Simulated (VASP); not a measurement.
# Hf (I4_1/amd) in VASP: notebook

Hf is run at these levels: PBE; tasks: single point.

Program: VASP 6.6.1. These are calculated values, not measurements. Logs are shortened: lines on timing, memory, paths and dates and some standing lists are left out, and cuts for length are marked.

## (1) The cell of the first run

Symmetry: I4_1/amd, No. 141, tetragonal system. Conventional cell: a = 5.033 Å, b = 5.033 Å, c = 2.760 Å, α = 90.00°, β = 90.00°, γ = 90.00°. Hf (site symmetry -4m2) has 10 Hf at 2.61 to 3.26 Å within 3.4 Å.

## (2) Single point, PBE

File INCAR:

```
PREC = Accurate
ENCUT = 520
EDIFF = 1E-7
ISMEAR = -1
SIGMA = 0.05
LREAL = False
LASPH = True
NELM = 80
ALGO = Normal
ISIF = 2
LWAVE = False
LCHARG = False
GGA = PE
NBANDS = 17
```

File KPOINTS:

```
regular mesh
0
Gamma
  14 14 14
```

File POSCAR:

```
Hf
1.0
   -2.5166996570      2.5166996570      1.3802390879
    2.5166996570     -2.5166996570      1.3802390879
    2.5166996570      2.5166996570     -1.3802390879
Hf
2
Direct
   -0.3750000000     -0.1250000000     -0.2500000000
    0.3750000000      0.1250000000      0.2500000000
```

Potentials or basis: VASP PAW PBE potentials, release 64 (Hf_pv).

On the command line:

```sh
> cat potpaw_PBE.64/Hf_pv/POTCAR > POTCAR
> mpirun -np 1 vasp_std > vasp.out
```

OUTCAR:

```text
PREC = Accurate
   ENCUT = 520
   EDIFF = 1E-7
   ISMEAR = -1
   LREAL = False
   LASPH = True
   NELM = 80
   ISIF = 2
   GGA = PE

 ion  position               nearest neighbor table
   1  0.625  0.875  0.750-   2 2.61   2 2.61   2 2.61   2 2.61   2 3.26   2 3.26   2 3.26   2 3.26

   2  0.375  0.125  0.250-   1 2.61   1 2.61   1 2.61   1 2.61   1 3.26   1 3.26   1 3.26   1 3.26

  LATTYP: Found a body centered tetragonal cell.
 ALAT       =     5.0333993140
 C/A-ratio  =     0.5484321834

  Lattice vectors:

 A1 = (  -2.5166996570,   2.5166996570,   1.3802390879)
 A2 = (   2.5166996570,  -2.5166996570,   1.3802390879)
 A3 = (   2.5166996570,   2.5166996570,  -1.3802390879)

Analysis of symmetry for initial positions (statically):
=====================================================================
 Subroutine PRICEL returns:
 Original cell was already a primitive cell.

 Routine SETGRP: Setting up the symmetry group for a
 body centered tetragonal supercell.

 Subroutine GETGRP returns: Found 16 space group operations
 (whereof  4 operations were pure point group operations)
 out of a pool of 16 trial point group operations.

The static configuration has the point symmetry C_2h.
 The point group associated with its full space group is D_4h.

Analysis of symmetry for dynamics (positions and initial velocities):
=====================================================================
 Subroutine PRICEL returns:
 Original cell was already a primitive cell.

 Routine SETGRP: Setting up the symmetry group for a
 body centered tetragonal supercell.

 Subroutine GETGRP returns: Found 16 space group operations
 (whereof  4 operations were pure point group operations)
 out of a pool of 16 trial point group operations.

The dynamic configuration has the point symmetry C_2h.
 The point group associated with its full space group is D_4h.

 Subroutine INISYM returns: Found 16 space group operations
 (whereof  4 operations are pure point group operations),
 and found     1 'primitive' translations

----------------------------------------------------------------------------------------

                                     Primitive cell

  volume of cell :      34.9685

  direct lattice vectors                    reciprocal lattice vectors
    -2.516699657  2.516699657  1.380239088     0.000000000  0.198672892  0.362256079
     2.516699657 -2.516699657  1.380239088     0.198672892  0.000000000  0.362256079
     2.516699657  2.516699657 -1.380239088     0.198672892  0.198672892  0.000000000

  length of vectors
     3.817409366  3.817409366  3.817409366     0.413159031  0.413159031  0.280965899

  position of ions in fractional coordinates (direct lattice)
     0.625000000  0.875000000  0.750000000
     0.375000000  0.125000000  0.250000000

  ion indices of the primitive-cell ions
   primitive index   ion index
                 1           1
                 2           2

----------------------------------------------------------------------------------------

 KPOINTS: regular mesh

Automatic generation of k-mesh.
 Grid dimensions read from file:
 generate k-points for:   14   14   14

 Generating k-lattice:

  Cartesian coordinates                     Fractional coordinates (reciprocal lattice)
     0.000000000  0.014190921  0.025875434     0.071428571  0.000000000  0.000000000
     0.014190921  0.000000000  0.025875434     0.000000000  0.071428571  0.000000000
     0.014190921  0.014190921  0.000000000     0.000000000  0.000000000  0.071428571

  Length of vectors
     0.029511359  0.029511359  0.020068993

  Shift w.r.t. Gamma in fractional coordinates (k-lattice)
     0.000000000  0.000000000  0.000000000

 Subroutine IBZKPT returns following result:
 ===========================================

 Found    244 irreducible k-points:

 Following reciprocal coordinates:
            Coordinates               Weight
  0.000000  0.000000  0.000000      1.000000
  0.071429 -0.000000  0.000000      8.000000
  0.142857 -0.000000  0.000000      8.000000
  0.214286 -0.000000  0.000000      8.000000
  0.285714 -0.000000  0.000000      8.000000
  0.357143 -0.000000  0.000000      8.000000
[... 16 lines left out ...]
  0.214286  0.142857  0.000000     16.000000
  0.285714  0.142857  0.000000     16.000000
 [... further k-points ...]
   k-points           NKPTS =    244   k-points in BZ     NKDIM =    244   number of bands    NBANDS=     17
   number of dos      NEDOS =    301   number of ions     NIONS =      2
   total plane-waves  NPLWV =  21952
   dimension x,y,z NGX =    28 NGY =   28 NGZ =   28
   dimension x,y,z NGXF=    56 NGYF=   56 NGZF=   56
   ions per type =               2
   NGX,Y,Z   is equivalent  to a cutoff of  12.19, 12.19, 12.19 a.u.
   NGXF,Y,Z  is equivalent  to a cutoff of  24.39, 24.39, 24.39 a.u.
 SYSTEM =  unknown system
   PREC   = accura    normal or accurate (medium, high low for compatibility)
   ISTART =      0    job   : 0-new  1-cont  2-samecut
   ICHARG =      2    charge: 1-file 2-atom 10-const
   ISPIN  =      1    spin polarized calculation?
   LNONCOLLINEAR =      F non collinear calculations
   LSORBIT =      F    spin-orbit coupling
   LASPH  =      T    aspherical Exc in radial PAW
   ENCUT  =  520.0 eV  38.22 Ry    6.18 a.u.   7.10  7.10  7.10*2*pi/ulx,y,z
   NELM   =     80;   NELMIN=  2; NELMDL= -5     # of ELM steps
   EDIFF  = 0.1E-06   stopping-criterion for ELM
   LREAL  =      F    real-space projection
   EDIFFG = 0.1E-05   stopping-criterion for IOM
   NSW    =      0    number of steps for IOM
   IBRION =     -1    ionic relax: 0-MD 1-quasi-New 2-CG
   NFREE  =      0    steps in history (QN), initial steepest desc. (CG)
   ISIF   =      2    stress and relaxation
   ISYM   =      2    0-nonsym 1-usesym 2-fastsym
   POTIM  = 0.5000    time-step for ionic-motion
   TEBEG  =    0.0;   TEEND  =   0.0 temperature during run
   PSTRESS=    0.0 pullay stress
   NELECT =      20.0000    total number of electrons
   NUPDOWN=      -1.0000    fix difference up-down
   EMIN   =  10.00;   EMAX   =-10.00  energy-range for DOS
   EFERMI =   0.00;   METHOD = LEGACY
   ISMEAR =    -1;   SIGMA  =   0.05  broadening in eV -4-tet -1-fermi 0-gaus
   EFERMI_NEDOS =   21; number of points for ismear=-14 and -15
   IALGO  =     38    algorithm
   IMIX   =      4    mixing-type and parameters
     AMIX     =   0.40;   BMIX     =  1.00
     AMIX_MAG =   1.60;   BMIX_MAG =  1.00
  volume/ion in A,a.u.               =      17.48       117.99
  Fermi-wavevector in a.u.,A,eV,Ry     =   1.358916  2.567978 25.125218  1.846651
  Thomas-Fermi vector in A             =   2.485708
   LORBIT       =      0    0 simple, 1 ext, 2 COOP (PROOUT), +10 PAW based schemes
   GGA     = PE    functional components
   LHFCALC =     F    Hartree Fock is set to
   AEXX    =    0.0000 exact exchange contribution
   IVDW    =     0    specifies the selected vdW correction
   LEPSILON=     F    determine dielectric tensor
   LRPA    =     F    only Hartree local field effects (RPA)
 non-spin polarized calculation
  energy-cutoff  :      520.00
  volume of cell :       34.97
 maximum number of plane-waves:       961
   NGX = 15   NGY = 15   NGZ = 15

 number of electron      20.0000003 magnetization

 Free energy of the ion-electron system (eV)
  ---------------------------------------------------
  ext. energy  EPLUGINS =         0.00000000
  ---------------------------------------------------
  free energy    TOTEN  =       -17.36283218 eV

  energy without entropy =      -17.34499212  energy(sigma->0) =      -17.35391215

 E-fermi :   6.2048     XC(G=0): -12.4183

 val. band max:        6.2045102340   @ k =  -0.1429  -0.4286   0.1429
 cond. band min:       6.2135551955   @ k =  -0.3571   0.5000   0.0714
 fundamental gap:      0.0090449615
 Fermi energy:         6.2047994185

 k-point     1 :       0.0000    0.0000    0.0000
  band No.  band energies     occupation
      1     -24.5780      2.00000
      2     -24.5780      2.00000
      3     -22.7014      2.00000
      4     -22.6743      2.00000
      5     -22.6548      2.00000
      6     -22.6548      2.00000
[... 9 lines left out ...]
     16      14.4721      0.00000
     17      14.4721      0.00000

 k-point     2 :       0.0714   -0.0000    0.0000
  band No.  band energies     occupation
      1     -24.5714      2.00000
      2     -24.5436      2.00000
      3     -22.8049      2.00000
      4     -22.7618      2.00000
      5     -22.6537      2.00000
      6     -22.6497      2.00000
[... 9 lines left out ...]
     16      14.5107      0.00000
     17      14.8472      0.00000

 k-point     3 :       0.1429   -0.0000    0.0000
  band No.  band energies     occupation
      1     -24.5525      2.00000
      2     -24.4483      2.00000
      3     -23.0508      2.00000
      4     -22.9825      2.00000
      5     -22.7055      2.00000
      6     -22.6356      2.00000
[... 9 lines left out ...]
     16      15.0648      0.00000
     17      15.3237      0.00000

 k-point     4 :       0.2143   -0.0000    0.0000
  band No.  band energies     occupation
      1     -24.5247      2.00000
      2     -24.3191      2.00000
      3     -23.3931      2.00000
      4     -23.2566      2.00000
      5     -22.7992      2.00000
      6     -22.6156      2.00000
[... 9 lines left out ...]
     16      14.4577      0.00000
     17      15.8039      0.00000
[... 343 lines left out ...]
      1     -24.4100      2.00000
      2     -24.3795      2.00000
      3     -23.6600      2.00000
      4     -23.5807      2.00000
      5     -22.7181      2.00000
      6     -22.6736      2.00000
[... 9 lines left out ...]
     16      14.2535      0.00000
     17      16.0003      0.00000

 k-point    23 :       0.2143    0.1429    0.0000
  band No.  band energies     occupation
      1     -24.4356      2.00000
      2     -24.3150      2.00000
      3     -23.8931      2.00000
      4     -23.8067      2.00000
      5     -22.7778      2.00000
      6     -22.6646      2.00000
[... 9 lines left out ...]
     16      13.4875      0.00000
     17      15.9899      0.00000

 k-point    24 :       0.2857    0.1429    0.0000
  band No.  band energies     occupation
      1     -24.5249      2.00000
      2     -24.3004      2.00000
      3     -24.0715      2.00000
      4     -23.8053      2.00000
      5     -22.8689      2.00000
      6     -22.6433      2.00000
[... 9 lines left out ...]
     16      14.1720      0.00000
     17      15.9232      0.00000

 [... further k-points ...]

------------------------ aborting loop because EDIFF is reached ----------------------------------------

  FORCE on cell =-STRESS in cart. coord.  units (eV):
  Direction    XX          YY          ZZ          XY          YZ          ZX
  --------------------------------------------------------------------------------------
  -------------------------------------------------------------------------------------
  Total        8.8934283      8.8934283      8.9551147     -0.0000000     -0.0000000      0.0000000
  in kB      407.4766211    407.4766211    410.3029520     -0.0000000     -0.0000000      0.0000000
  external PRESSURE =     408.4187314 kB  Pullay stress =       0.0000000 kB

 VOLUME and BASIS-vectors are now :
 -----------------------------------------------------------------------------
  energy-cutoff  :      520.00
  volume of cell :       34.97
      direct lattice vectors                 reciprocal lattice vectors
    -2.516699657  2.516699657  1.380239088     0.000000000  0.198672892  0.362256079
     2.516699657 -2.516699657  1.380239088     0.198672892  0.000000000  0.362256079
     2.516699657  2.516699657 -1.380239088     0.198672892  0.198672892  0.000000000

 POSITION                                       TOTAL-FORCE (eV/Angst)
 -----------------------------------------------------------------------------------
      2.51670      1.25835      1.03518        -0.000000     -0.000000      0.000000
      0.00000      1.25835      0.34506         0.000000      0.000000     -0.000000
 -----------------------------------------------------------------------------------
    total drift:                                0.000000      0.000000     -0.000000

  FREE ENERGIE OF THE ION-ELECTRON SYSTEM (eV)
  ---------------------------------------------------
  free  energy   TOTEN  =       -17.3628321828 eV

  energy  without entropy=      -17.3449921185  energy(sigma->0) =      -17.35391215
```

Run time: 68 s. Hardware: 1 thread of Intel Xeon 6975P-C (Granite Rapids), shared host; peak memory 0.25 GiB.

What came out:

| Property | Result |
| --- | --- |
| Free energy | -17.3628 eV |
| Pressure | 40.8 GPa |
| Band gap on the k mesh | zero (band 10 reaches 6.68 eV, above the bottom of band 11 at 5.31 eV) |

Caveat: spin-orbit coupling is left out, which moves the levels of the heavy elements.

## (3) Single point, PBE

File INCAR:

```
SYSTEM = Hf
ALGO = Normal ; EDIFF = 1E-6
ENCUT = 520 ; GGA = PE
ISIF = 2 ; ISMEAR = -1
LASPH = .True. ; LCHARG = .False.
LREAL = .False. ; LWAVE = .False.
NBANDS = 17 ; NELM = 60
PREC = Accurate ; SIGMA = 0.05
```

File KPOINTS:

```
k-points
0
Gamma
  14 14 14
  0 0 0
```

POSCAR is that of step 2.

Potentials or basis: VASP PAW PBE potentials, release 64 (Hf_pv).

On the command line:

```sh
> cat potpaw_PBE.64/Hf_pv/POTCAR > POTCAR
> mpirun -np 1 vasp_std > vasp.out
```

It took 88 s on 1 thread of Intel Xeon Platinum 8559C (Emerald Rapids), shared host; peak memory 0.24 GiB.

Results (log left out):

* Free energy: -17.3628 eV
* Pressure: 40.8 GPa
* Band gap on the k mesh: zero (band 10 reaches 6.68 eV, above the bottom of band 11 at 5.31 eV)

Stress tensor (GPa, compression positive):
```
40.74  0.00  0.00
 0.00 40.74  0.00
 0.00  0.00 41.02
```

Levels at points of the mesh, in eV from the Fermi level:
| k point | band 7 | band 8 | band 9 | band 10 | band 11 | band 12 | band 13 | band 14 |
| --- | --- | --- | --- | --- | --- | --- | --- | --- |
| (0.00, 0.00, 0.00) | -7.41 | -4.42 | -1.55 | -1.24 | 0.13 | 4.53 | 4.53 | 4.80 |
| (0.50, 0.00, 0.00) | -3.48 | -3.31 | -1.41 | -0.20 | 1.94 | 2.01 | 2.55 | 4.58 |
| (0.50, 0.50, 0.00) | -3.72 | -3.72 | -0.77 | -0.77 | 1.45 | 1.45 | 3.05 | 3.05 |
| (0.50, 0.50, 0.50) | -3.48 | -3.48 | 0.20 | 0.20 | 1.15 | 1.15 | 4.12 | 4.12 |

Caveat: spin-orbit coupling is left out, which moves the levels of the heavy elements.
